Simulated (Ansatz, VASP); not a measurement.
# Se: VASP beside Ansatz

Contents of INCAR:

```
PREC     = Accurate       # precision mode
ENCUT    = 520            # plane-wave cutoff, eV
EDIFF    = 1E-7           # SCF threshold, eV
ISMEAR   = -5             # smearing method
SIGMA    = 0.05           # smearing width, eV
LREAL    = F              # projectors in reciprocal space
LASPH    = T              # aspherical terms in the spheres
NELM     = 100            # most SCF steps
ALGO     = Normal         # electronic algorithm
ISIF     = 2              # what is computed and relaxed
LWAVE    = F              # write WAVECAR
LCHARG   = F              # write CHGCAR
GGA      = B5             # functional
ALDAX    = 1.0          
AGGAX    = 1.0          
AGGAC    = 1.0          
ALDAC    = 0.0          
IVDW     = 12             # dispersion correction
VDW_S6   = 1.0          
VDW_S8   = 2.6996       
VDW_A1   = 0.4298       
VDW_A2   = 4.2359       
NBANDS   = 9              # bands
```

File KPOINTS:

```
regular mesh
0
Gamma
  9 9 9
```

POSCAR

```
Se
1.0
    2.8105630200      0.0000000000      0.0000000000
    0.0000000000      2.8105630200      0.0000000000
    0.0000000000      0.0000000000      2.8105630200
Se
1
Direct
    0.0000000000      0.0000000000      0.0000000000
```

Contents of input.yaml:

```yaml
crystal:
  lattice:
    - [2.81056302, 0.0, 0.0]
    - [0.0, 2.81056302, 0.0]
    - [0.0, 0.0, 2.81056302]
  atoms:
    - { symbol: Se, position: [0.0, 0.0, 0.0] }
kpoints:
  mp_grid: { grid: [9, 9, 9] }
scf:
  occupations: { method: tetrahedron }
hamiltonian:
  xc: blyp
  dispersion: d3bj
  pseudopotentials: { kind: all_electron, lapw: { basis_error: 0.001 } }
output:
  forces: true
  stress: true
  eigenvalues: true
```

Alike in both runs: task single point; functional BLYP; dispersion D3(BJ); k mesh 9 × 9 × 9; occupations tetrahedron; no spin polarisation.

|  | VASP | Ansatz |
| --- | --- | --- |
| version | VASP 6.6.1 | Ansatz 0.2.0 |
| potentials or method | VASP PAW PBE potentials, release 64 (Se), cutoff 520 eV | all-electron LAPW, scalar-relativistic |

Ansatz gave:

- gap on the k mesh at the Fermi level (eV): none
- pressure (GPa): 0.5

What did VASP give for the same quantities?

gap on the k mesh at the Fermi level (eV): none; pressure (GPa): 0.7.

VASP's potentials were made for PBE, not for BLYP. A gap of «none» marks a metal or a gap that the smearing closes. Ansatz ran all-electron here, and VASP with PAW potentials.
